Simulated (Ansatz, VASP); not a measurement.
# One calculation of CuAs, two programs

The input INCAR:

```
SYSTEM = CuAs
PREC = Accurate ; ENCUT = 520
EDIFF = 1E-6 ; ISMEAR = 0
SIGMA = 0.15 ; LREAL = .False.
LASPH = .True. ; NELM = 80
ALGO = Normal ; ISIF = 2
LWAVE = .False. ; LCHARG = .True.
GGA = CA ; LELF = .True.
LVHAR = .True. ; NBANDS = 24
```

The input KPOINTS:

```
regular mesh
0
Gamma
  12 12 8
  0 0 0
```

File POSCAR:

```
CuAs
1.0
    3.8679000000      0.0000000000      0.0000000000
   -1.9339500000      3.3496996593      0.0000000000
    0.0000000000      0.0000000000      4.8580437534
Cu As
2 2
Direct
    0.0000000000      0.0000000000      0.5000000000
    0.0000000000      0.0000000000      0.0000000000
    0.6666666667      0.3333333333      0.7500000000
    0.3333333333      0.6666666667      0.2500000000
```

Input for Ansatz:

```yaml
crystal:
  lattice:
    - [3.8679, 0.0, 0.0]
    - [-1.93395, 3.3496996593, 0.0]
    - [0.0, 0.0, 4.8580437534]
  atoms:
    - { symbol: Cu, position: [0.0, 0.0, 0.5] }
    - { symbol: Cu, position: [0.0, 0.0, 0.0] }
    - { symbol: As, position: [0.6666666667, 0.3333333333, 0.75] }
    - { symbol: As, position: [0.3333333333, 0.6666666667, 0.25] }
basis:
  ecutwfc: 520.0
kpoints:
  mp_grid: { grid: [12, 12, 8] }
hamiltonian:
  xc: lda
scf:
  occupations: { method: gaussian, width: 0.15 }
output:
  forces: true
  stress: true
  eigenvalues: true
  write_density: true
  write_potential: true
  elf: true
  volumetric_format: npy
```

Alike in both runs: task single point; functional LDA; k mesh 12 × 12 × 8; occupations gaussian, width 0.15 eV; no spin polarisation.

|  | VASP | Ansatz |
| --- | --- | --- |
| version | VASP 6.6.1 | Ansatz 0.2.0 |
| potentials or method | VASP PAW LDA potentials, release 64 (Cu, As), cutoff 520 eV | scalar-relativistic, plane waves, PAW |
| valence electrons in the cell | 32 | 68 |

Ansatz gave:

| Property | Result |
| --- | --- |
| gap on the k mesh at the Fermi level (eV) | none |
| pressure (GPa) | -5.2 |
| traceless stress, the component that is largest in VASP (GPa) | 1.77 |

Problem. Which values does VASP return?

Solution. gap on the k mesh at the Fermi level (eV): none; pressure (GPa): -4.8; traceless stress, the component that is largest in VASP (GPa): 1.80.

LDA's correlation is that of Perdew and Zunger in VASP and of Perdew and Wang (1992) in Ansatz. A gap of «none» marks a metal or a gap that the smearing closes. VASP's potentials hold 32 valence electrons a cell and Ansatz's 68, so a difference there can come from the potentials and not from the codes.
